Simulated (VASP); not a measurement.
Runs of VASP 6.6.1 on Sn. The structure is that of space group I4/mmm (No. 139), or close to it. The cells are those of the table. 

| cell | further INCAR settings | gap on the mesh (eV) | pressure (GPa) |
| --- | --- | --- | --- |
| a = 3.307 Å, angles 114.7, 114.7, 99.4°, 1 atom | ALGO = Fast; EDIFF = 1e-06; NBANDS = 13 | none | (b) |
| a = 3.335 Å, angles 117.3, 117.3, 94.8°, 1 atom | ALGO = Fast; EDIFF = 1e-07; NBANDS = 13 | none | -0.9 |
| a = 3.287 Å, angles 107.3, 107.3, 113.9°, 1 atom | ALGO = Fast; EDIFF = 1e-07; NBANDS = 13 | none | -1.5 |
| a = 3.324 Å, angles 103.5, 103.5, 122.2°, 1 atom | ALGO = Fast; EDIFF = 1e-06; NBANDS = 13 | none | -0.5 |
| a = 3.363 Å, angles 101.5, 101.5, 126.9°, 1 atom | ALGO = Fast; EDIFF = 1e-06; NBANDS = 13 | none | 1.1 |
| a = 3.288 Å, angles 112.1, 112.1, 104.2°, 1 atom | ALGO = Fast; EDIFF = 1e-07; NBANDS = 13 | none | -1.4 |
| a = 3.300 Å, angles 105.4, 105.4, 118.0°, 1 atom | ALGO = Fast; EDIFF = 1e-06; NBANDS = 13 | none | (a) |

Alike in all rows: task single point; level PBE+D3(BJ); potentials or basis VASP PAW PBE potentials, release 64 (Sn_d); no spin polarisation; k mesh 20 × 20 × 20; cutoff (eV) 520; smearing gaussian 0.15 eV.

Estimate the missing entries.

(a) -1.2; (b) -1.1.

Caveats: spin-orbit coupling is left out, which moves the levels of the heavy elements.

A k mesh can miss the band edges, and the runs leave out spin-orbit coupling on Sn.

A gap of «none» marks levels without a gap at the run's occupations.
